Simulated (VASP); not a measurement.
A run of VASP 6.6.1:

INCAR

```
SYSTEM = SiC
ALGO = Normal
EDIFF = 1E-6
ENCUT = 520
GGA = PE
ISIF = 2
ISMEAR = -1
LASPH = .TRUE.
LCHARG = .TRUE.
LELF = .TRUE.
LREAL = .FALSE.
LVHAR = .TRUE.
LWAVE = .FALSE.
NBANDS = 16
NELM = 60
PREC = Accurate
SIGMA = 0.08
```

Contents of KPOINTS:

```
k-points
0
G
  12 12 6
  0 0 0
```

File POSCAR:

```
SiC
1.0
    3.0927898395      0.0000000000      0.0000000000
   -1.5463949197      2.6784345696      0.0000000000
    0.0000000000      0.0000000000      5.0757220386
Si C
2 2
Direct
    0.3333333333      0.6666666667      0.0000808747
    0.6666666667      0.3333333333      0.5000808747
    0.3333333333      0.6666666667      0.3759191253
    0.6666666667      0.3333333333      0.8759191253
```

Potentials or basis: VASP PAW PBE potentials, release 64 (Si, C).

The run is started by

```bash
$ cat potpaw_PBE.64/Si/POTCAR potpaw_PBE.64/C/POTCAR > POTCAR
$ mpirun -np 1 vasp_std > vasp.out
```

Hardware: 1 thread of Intel Xeon 8259CL (shared host).

**Question.** Estimate the wall time of this run.

**Answer.** Run time: 67 s on 1 thread of Intel Xeon 8259CL (shared host), peak memory 0.18 GiB. Counts: scf iterations 13, k points 76.
